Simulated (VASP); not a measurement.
**ZrC (rocksalt type): single point with PBE**

The system is ZrC (rocksalt type).

```
Zr C
1.0
     0.00000    2.35431    2.35431
     2.35431    0.00000    2.35431
     2.35431    2.35431    0.00000
Zr C
1 1
Direct
  0.00000 0.00000 0.00000
  0.50000 0.50000 0.50000
```

```json
{
  "Program": "VASP 6.6.1",
  "Task": "single point",
  "Functional": "PBE",
  "Potentials or basis": "VASP PAW PBE potentials, release 64 (Zr_sv, C)",
  "Cutoff": "520 eV",
  "k mesh": "14 × 14 × 14",
  "Occupations": "fermi-dirac, width 0.05 eV",
  "Spin": "no spin polarisation",
  "Dipole correction": "no",
  "Further INCAR settings": "ALGO = Normal; EDIFF = 1e-06; NBANDS = 15"
}
```

```
Pressure               : 0.3 GPa
Band gap on the k mesh : zero (band 8 reaches 10.49 eV, above the bottom of band 9 at 9.21 eV)
```

Levels at points of the mesh, in eV from the Fermi level:
```tsv
k point	band 4	band 5	band 6	band 7	band 8	band 9	band 10	band 11	band 12	band 13
(0.00, 0.00, 0.00)	-25.85	-11.29	0.93	0.93	0.93	1.09	1.09	1.09	2.79	2.79
(0.50, 0.00, 0.00)	-25.92	-8.25	-5.28	-2.92	-2.92	4.47	4.47	5.29	6.50	10.07
(0.50, 0.50, 0.00)	-26.12	-10.13	-2.07	-1.75	0.05	0.05	4.42	5.62	5.62	7.92
```

It took 25 s on 1 thread of Intel(R) Xeon(R) 6975P-C (Granite Rapids) (shared host), peak memory 0.18 GiB.
